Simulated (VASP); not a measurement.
# Ge in VASP: notebook

Runs on Ge. Level: PBEsol. Tasks: electric field gradients.

Program: VASP 6.6.1. These are calculated values, not measurements. Logs are shortened: lines on timing, memory, paths and dates and some standing lists are left out, and cuts for length are marked.

**Measured values to compare with.**

“Electronic and optical properties of SixGe1-x-ySny alloys lattice-matched to Ge”, 2021, arxiv:2109.02782 reports, for a bulk crystal of Ge at 300 K: band gap 0.807 eV (direct).

The runs below are set against these values where they give the same quantity.

### Step 1. The cell of the first run

The structure is trigonal, space group R-3m (No. 166). The conventional cell has a = 4.040 Å, b = 4.040 Å, c = 9.603 Å, α = 90.00°, β = 90.00°, γ = 120.00°. Ge (site symmetry 3m) has 4 Ge at 2.40 to 2.47 Å within 3.2 Å.

### Step 2. Electric field gradients, PBEsol (equal xy, yz and zx shear strains of -2 %)

File INCAR:

```
SYSTEM = Ge
  PREC = Accurate
  ENCUT = 520
  EDIFF = 1E-8
  ISMEAR = -1
  SIGMA = 0.05
  LREAL = .False.
  LASPH = .True.
  NELM = 60
  ALGO = Normal
  ISIF = 2
  LWAVE = .False.
  LCHARG = .False.
  GGA = PS
  LEFG = .True.
  NBANDS = 21
```

File KPOINTS:

```
Automatic mesh
0
Gamma
  11 11 11
  0 0 0
```

File POSCAR:

```
Ge
1.0
   -0.0565754000      2.8004823000      2.8004823000
    2.8004823000     -0.0565754000      2.8004823000
    2.8004823000      2.8004823000     -0.0565754000
Ge
2
Direct
    0.5000000000      0.5000000000      0.5000000000
    0.7500000000      0.7500000000      0.7500000000
```

Potentials or basis: VASP PAW PBE potentials, release 64 (Ge_d).

Launch:

```bash
> cat potpaw_PBE.64/Ge_d/POTCAR > POTCAR
> mpirun -np 1 vasp_std > vasp.out
```

OUTCAR:

```text
SYSTEM = Ge
   PREC = Accurate
   ENCUT = 520
   EDIFF = 1E-8
   ISMEAR = -1
   LREAL = .False.
   LASPH = .True.
   NELM = 60
   ISIF = 2
   GGA = PS

 ion  position               nearest neighbor table
   1  0.500  0.500  0.500-   2 2.40   2 2.47   2 2.47   2 2.47
   2  0.750  0.750  0.750-   1 2.40   1 2.47   1 2.47   1 2.47

  LATTYP: Found a trigonal (rhomboedric) cell.
 ALAT       =     3.9608841186
 COS(alpha) =     0.4797000918

  Lattice vectors:

 A1 = (  -0.0565754000,   2.8004823000,   2.8004823000)
 A2 = (   2.8004823000,  -0.0565754000,   2.8004823000)
 A3 = (   2.8004823000,   2.8004823000,  -0.0565754000)

Analysis of symmetry for initial positions (statically):
=====================================================================
 Subroutine PRICEL returns:
 Original cell was already a primitive cell.

 Routine SETGRP: Setting up the symmetry group for a
 trigonal (rhombohedral) supercell.

 Subroutine GETGRP returns: Found 12 space group operations
 (whereof  6 operations were pure point group operations)
 out of a pool of 12 trial point group operations.

The static configuration has the point symmetry C_3v.
 The point group associated with its full space group is D_3d.

Analysis of symmetry for dynamics (positions and initial velocities):
=====================================================================
 Subroutine PRICEL returns:
 Original cell was already a primitive cell.

 Routine SETGRP: Setting up the symmetry group for a
 trigonal (rhombohedral) supercell.

 Subroutine GETGRP returns: Found 12 space group operations
 (whereof  6 operations were pure point group operations)
 out of a pool of 12 trial point group operations.

The dynamic configuration has the point symmetry C_3v.
 The point group associated with its full space group is D_3d.

 Subroutine INISYM returns: Found 12 space group operations
 (whereof  6 operations are pure point group operations),
 and found     1 'primitive' translations

----------------------------------------------------------------------------------------

                                     Primitive cell

  volume of cell :      45.2576

  direct lattice vectors                    reciprocal lattice vectors
[... 121 lines left out ...]
 maximum number of plane-waves:      1239
 NGX is ok and might be reduce to    30
   NGX = 15   NGY = 15   NGZ = 15

 number of electron      28.0000012 magnetization

 Free energy of the ion-electron system (eV)
  ---------------------------------------------------
  ext. energy  EPLUGINS =         0.00000000
  ---------------------------------------------------
  free energy    TOTEN  =        -9.85774795 eV

  energy without entropy =       -9.85710016  energy(sigma->0) =       -9.85742406

 E-fermi :   4.8441     XC(G=0): -10.1310

 val. band max:        4.8278144478   @ k =   0.0000   0.0000   0.0000
 cond. band min:       4.8528339178   @ k =   0.0000   0.0000   0.0000
 fundamental gap:      0.0250194700
 Fermi energy:         4.8441368718

 k-point     1 :       0.0000    0.0000    0.0000
  band No.  band energies     occupation
      1     -19.9230      2.00000
      2     -19.8892      2.00000
      3     -19.8892      2.00000
      4     -19.8638      2.00000
      5     -19.8638      2.00000
      6     -19.6612      2.00000
[... 565 lines left out ...]
     20      14.2674      0.00000
     21      14.4634      0.00000

 [... further k-points ...]

------------------------ aborting loop because EDIFF is reached ----------------------------------------

  FORCE on cell =-STRESS in cart. coord.  units (eV):
  Direction    XX          YY          ZZ          XY          YZ          ZX
  --------------------------------------------------------------------------------------
  -------------------------------------------------------------------------------------
  Total        0.2043339      0.2043339      0.2043339      0.4863497      0.4863497      0.4863497
  in kB        7.2336800      7.2336800      7.2336800     17.2173970     17.2173970     17.2173970
  external PRESSURE =       7.2336800 kB  Pullay stress =       0.0000000 kB

 VOLUME and BASIS-vectors are now :
 -----------------------------------------------------------------------------
  energy-cutoff  :      520.00
  volume of cell :       45.26
      direct lattice vectors                 reciprocal lattice vectors
    -0.056575400  2.800482300  2.800482300    -0.173219449  0.176790984  0.176790984
     2.800482300 -0.056575400  2.800482300     0.176790984 -0.173219449  0.176790984
     2.800482300  2.800482300 -0.056575400     0.176790984  0.176790984 -0.173219449

 POSITION                                       TOTAL-FORCE (eV/Angst)
 -----------------------------------------------------------------------------------
      2.77219      2.77219      2.77219        -0.196174     -0.196174     -0.196174
      4.15829      4.15829      4.15829         0.196174      0.196174      0.196174
 -----------------------------------------------------------------------------------
    total drift:                                0.000000     -0.000000     -0.000000

  FREE ENERGIE OF THE ION-ELECTRON SYSTEM (eV)
  ---------------------------------------------------
  free  energy   TOTEN  =        -9.8577479512 eV

  energy  without entropy=       -9.8571001644  energy(sigma->0) =       -9.85742406

 Electric field gradients (V/A^2)
---------------------------------------------------------------------
 ion       V_xx      V_yy      V_zz      V_xy      V_xz      V_yz
---------------------------------------------------------------------
   1      -0.000     0.000     0.000    -9.902    -9.902    -9.902
   2      -0.000     0.000     0.000    -9.902    -9.902    -9.902
---------------------------------------------------------------------

 Electric field gradients after diagonalization (V/A^2)
 (convention: |V_zz| > |V_xx| > |V_yy|)
----------------------------------------------------------------------
 ion       V_xx      V_yy      V_zz     asymmetry (V_yy - V_xx)/ V_zz
----------------------------------------------------------------------
   1       9.902     9.902   -19.803       0.000
   2       9.902     9.902   -19.803       0.000
----------------------------------------------------------------------

           NMR quadrupolar parameters

 Cq : quadrupolar parameter    Cq=e*Q*V_zz/h
 eta: asymmetry parameters     (V_yy - V_xx)/ V_zz
 Q  : nuclear electric quadrupole moment in mb (millibarn)
----------------------------------------------------------------------
 ion       Cq(MHz)       eta       Q (mb)
----------------------------------------------------------------------
   1      -0.048       0.000       1.000
   2      -0.048       0.000       1.000
----------------------------------------------------------------------
```

It took 3.7 min on 1 thread of AMD EPYC, shared host; peak memory 0.21 GiB.

What came out:

* Free energy: -9.8577 eV
* Pressure: 0.7 GPa
* Largest force: 0.340 eV/Å
* Band gap on the k mesh: zero (bands 14 and 15 overlap by 0.08 eV)
* Largest electric field gradient by atom: Ge -19.8 V/Å²

Forces in eV/Å, atoms in the order of the input:
```
Ge  -0.196 -0.196 -0.196
Ge   0.196  0.196  0.196
```

Levels at points of the mesh, in eV from the Fermi level:
```
           k point  band 12  band 13  band 14  band 15  band 16  band 17
(0.00, 0.00, 0.00)    -0.02     0.01     0.01     0.04     2.40     2.40
```

Electric field gradients, principal values (V/Å²):
```
atom  least  middle  greatest (by size)
1 Ge  9.902   9.902             -19.803
2 Ge  9.902   9.902             -19.803
```

Caveat: the cell differs from its parent crystal (equal xy, yz and zx shear strains of -2 %); semilocal functionals underestimate gaps, so a narrow gap can read as zero; without QUAD_EFG the Cq values of the log hold for a quadrupole moment of 1 mb, not for the nuclei; the PAW data sets were made with another functional, which shifts forces and pressure a little.

### Step 3. Electric field gradients, PBEsol (equal xy, yz and zx shear strains of -1 %)

File INCAR:

```
SYSTEM = Ge
  PREC = Accurate
  ENCUT = 520
  EDIFF = 1E-8
  ISMEAR = -1
  SIGMA = 0.05
  LREAL = .FALSE.
  LASPH = .TRUE.
  NELM = 100
  ALGO = Normal
  ISIF = 2
  LWAVE = .FALSE.
  LCHARG = .FALSE.
  GGA = PS
  LEFG = .TRUE.
  NBANDS = 21
```

File KPOINTS:

```
regular mesh
0
G
  11 11 11
  0 0 0
```

File POSCAR:

```
Ge
1.0
   -0.0282877000      2.8146261500      2.8146261500
    2.8146261500     -0.0282877000      2.8146261500
    2.8146261500      2.8146261500     -0.0282877000
Ge
2
Direct
    0.5000000000      0.5000000000      0.5000000000
    0.7500000000      0.7500000000      0.7500000000
```

Potentials or basis: VASP PAW PBE potentials, release 64 (Ge_d).

Launch:

```bash
> cat potpaw_PBE.64/Ge_d/POTCAR > POTCAR
> mpirun -np 1 vasp_std > vasp.out
```

OUTCAR:

```text
SYSTEM = Ge
   PREC = Accurate
   ENCUT = 520
   EDIFF = 1E-8
   ISMEAR = -1
   LREAL = .FALSE.
   LASPH = .TRUE.
   NELM = 100
   ISIF = 2
   GGA = PS

 ion  position               nearest neighbor table
   1  0.500  0.500  0.500-   2 2.43   2 2.46   2 2.46   2 2.46
   2  0.750  0.750  0.750-   1 2.43   1 2.46   1 2.46   1 2.46

  LATTYP: Found a trigonal (rhomboedric) cell.
 ALAT       =     3.9805829878
 COS(alpha) =     0.4899250057

  Lattice vectors:

 A1 = (  -0.0282877000,   2.8146261500,   2.8146261500)
 A2 = (   2.8146261500,  -0.0282877000,   2.8146261500)
 A3 = (   2.8146261500,   2.8146261500,  -0.0282877000)

Analysis of symmetry for initial positions (statically):
=====================================================================
 Subroutine PRICEL returns:
 Original cell was already a primitive cell.

 Routine SETGRP: Setting up the symmetry group for a
 trigonal (rhombohedral) supercell.

 Subroutine GETGRP returns: Found 12 space group operations
 (whereof  6 operations were pure point group operations)
 out of a pool of 12 trial point group operations.

The static configuration has the point symmetry C_3v.
 The point group associated with its full space group is D_3d.

Analysis of symmetry for dynamics (positions and initial velocities):
=====================================================================
 Subroutine PRICEL returns:
 Original cell was already a primitive cell.

 Routine SETGRP: Setting up the symmetry group for a
 trigonal (rhombohedral) supercell.

 Subroutine GETGRP returns: Found 12 space group operations
[... 159 lines left out ...]
 k-point     1 :       0.0000    0.0000    0.0000
  band No.  band energies     occupation
      1     -19.9115      2.00000
      2     -19.8950      2.00000
      3     -19.8950      2.00000
      4     -19.8638      2.00000
      5     -19.8638      2.00000
      6     -19.6567      2.00000
[... 565 lines left out ...]
     20      14.3071      0.00000
     21      14.5365      0.00000

 [... further k-points ...]

------------------------ aborting loop because EDIFF is reached ----------------------------------------

  FORCE on cell =-STRESS in cart. coord.  units (eV):
  Direction    XX          YY          ZZ          XY          YZ          ZX
  --------------------------------------------------------------------------------------
  -------------------------------------------------------------------------------------
  Total        0.1664032      0.1664032      0.1664032      0.2377136      0.2377136      0.2377136
  in kB        5.8895488      5.8895488      5.8895488      8.4134561      8.4134561      8.4134561
  external PRESSURE =       5.8895488 kB  Pullay stress =       0.0000000 kB

 VOLUME and BASIS-vectors are now :
 -----------------------------------------------------------------------------
  energy-cutoff  :      520.00
  volume of cell :       45.27
      direct lattice vectors                 reciprocal lattice vectors
    -0.028287700  2.814626150  2.814626150    -0.174987627  0.176764151  0.176764151
     2.814626150 -0.028287700  2.814626150     0.176764151 -0.174987627  0.176764151
     2.814626150  2.814626150 -0.028287700     0.176764151  0.176764151 -0.174987627

 POSITION                                       TOTAL-FORCE (eV/Angst)
 -----------------------------------------------------------------------------------
      2.80048      2.80048      2.80048        -0.092597     -0.092597     -0.092597
      4.20072      4.20072      4.20072         0.092597      0.092597      0.092597
 -----------------------------------------------------------------------------------
    total drift:                                0.000000     -0.000000     -0.000000

  FREE ENERGIE OF THE ION-ELECTRON SYSTEM (eV)
  ---------------------------------------------------
  free  energy   TOTEN  =        -9.8686804725 eV

  energy  without entropy=       -9.8681011915  energy(sigma->0) =       -9.86839083

 Electric field gradients (V/A^2)
---------------------------------------------------------------------
 ion       V_xx      V_yy      V_zz      V_xy      V_xz      V_yz
---------------------------------------------------------------------
   1      -0.000     0.000     0.000    -4.919    -4.919    -4.919
   2      -0.000     0.000     0.000    -4.919    -4.919    -4.919
---------------------------------------------------------------------

 Electric field gradients after diagonalization (V/A^2)
 (convention: |V_zz| > |V_xx| > |V_yy|)
----------------------------------------------------------------------
 ion       V_xx      V_yy      V_zz     asymmetry (V_yy - V_xx)/ V_zz
----------------------------------------------------------------------
   1       4.919     4.919    -9.838       0.000
   2       4.919     4.919    -9.838       0.000
----------------------------------------------------------------------

           NMR quadrupolar parameters

 Cq : quadrupolar parameter    Cq=e*Q*V_zz/h
 eta: asymmetry parameters     (V_yy - V_xx)/ V_zz
 Q  : nuclear electric quadrupole moment in mb (millibarn)
----------------------------------------------------------------------
 ion       Cq(MHz)       eta       Q (mb)
----------------------------------------------------------------------
   1      -0.024       0.000       1.000
   2      -0.024       0.000       1.000
----------------------------------------------------------------------
```

It took 3.5 min on 1 thread of AMD EPYC, shared host; peak memory 0.21 GiB.

What came out:

* Free energy: -9.8687 eV
* Pressure: 0.6 GPa
* Largest force: 0.160 eV/Å
* Band gap on the k mesh: 0.02 eV
* Largest electric field gradient by atom: Ge -9.8 V/Å²

Forces on the atoms (eV/Å):
```
Ge  -0.093 -0.093 -0.093
Ge   0.093  0.093  0.093
```

Electric field gradients, principal values (V/Å²):
| atom | least | middle | greatest (by size) |
| --- | --- | --- | --- |
| 1 Ge | 4.919 | 4.919 | -9.838 |
| 2 Ge | 4.919 | 4.919 | -9.838 |

Caveat: the cell differs from its parent crystal (equal xy, yz and zx shear strains of -1 %); without QUAD_EFG the Cq values of the log hold for a quadrupole moment of 1 mb, not for the nuclei; the PAW data sets were made with another functional, which shifts forces and pressure a little; an odd mesh through Γ misses points on the zone boundary, where band edges can lie.

(Part 1 of 3 ends here.)
